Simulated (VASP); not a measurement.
Write the native input for VASP 6.6.1 that does the following.

```
Task                   : single point
Functional             : PBE
Potentials or basis    : VASP PAW PBE potentials, release 64 (Hg)
Cutoff                 : 520 eV
k mesh                 : 14 × 14 × 14
Occupations            : gaussian, width 0.1 eV
Spin                   : no spin polarisation
Dipole correction      : no
Further INCAR settings : ALGO = Fast; EDIFF = 1e-07; NBANDS = 12
```

The structure of Hg lies in POSCAR:

```
Hg
1.0
    2.1587806327     -2.0750321989      0.0618811428
    2.1587806327      2.0750321989      0.0618811428
   -0.2527942652      0.0000000000      3.2742367181
Hg
1
Direct
    0.5000000000      0.5000000000      0.5000000000
```

This cell differs from its parent crystal: strained.

One way to write it, as run:

INCAR

```
SYSTEM = Hg
PREC = Accurate
ENCUT = 520
EDIFF = 1E-7
ISMEAR = 0
SIGMA = 0.1
LREAL = .FALSE.
LASPH = .TRUE.
NELM = 80
ALGO = Fast
ISIF = 2
LWAVE = .FALSE.
LCHARG = .FALSE.
GGA = PE
NBANDS = 12
```

KPOINTS

```
regular mesh
0
G
  14 14 14
  0 0 0
```

Potentials or basis: VASP PAW PBE potentials, release 64 (Hg).

Launch:

```console
$ cat potpaw_PBE.64/Hg/POTCAR > POTCAR
$ mpirun -np 1 vasp_std > vasp.out
```

It gave:

```
Pressure               : 0.9 GPa
Band gap on the k mesh : zero (bands 6 and 7 overlap by 5.37 eV)
```

Caveat: the cell differs from its parent crystal (strained); spin-orbit coupling is left out, which moves the levels of the heavy elements.

It took 2.9 min on 1 thread of AMD EPYC 9755 128-Core Processor (shared host), peak memory 0.31 GiB.
